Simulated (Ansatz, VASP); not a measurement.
**ScAl2: VASP beside Ansatz**

```
Sc Al
1.0
     0.00000    3.77765    3.77765
     3.77765    0.00000    3.77765
     3.77765    3.77765    0.00000
Sc Al
2 4
Direct
  0.50000 0.50000 0.50000
  0.75000 0.75000 0.75000
  0.12500 0.12500 0.12500
  0.62500 0.12500 0.12500
  0.12500 0.62500 0.12500
  0.12500 0.12500 0.62500
```

Alike in both runs: task single point; functional PBEsol; k mesh 6 × 6 × 6; occupations gaussian, width 0.1 eV; no spin polarisation.

```csv
,VASP,Ansatz
version,VASP 6.6.1,Ansatz 0.2.0
potentials or method,"VASP PAW PBE potentials, release 64 (Sc_sv, Al), cutoff 520 eV","scalar-relativistic, plane waves, PAW"
valence electrons in the cell,34,34
```

VASP gave:

* gap on the k mesh at the Fermi level (eV): none
* pressure (GPa): -0.9

Q: Which values does Ansatz return?

A: gap on the k mesh at the Fermi level (eV): none; pressure (GPa): -1.0.

VASP's potentials were made for PBE, not for PBEsol. A gap of «none» marks a metal or a gap that the smearing closes.
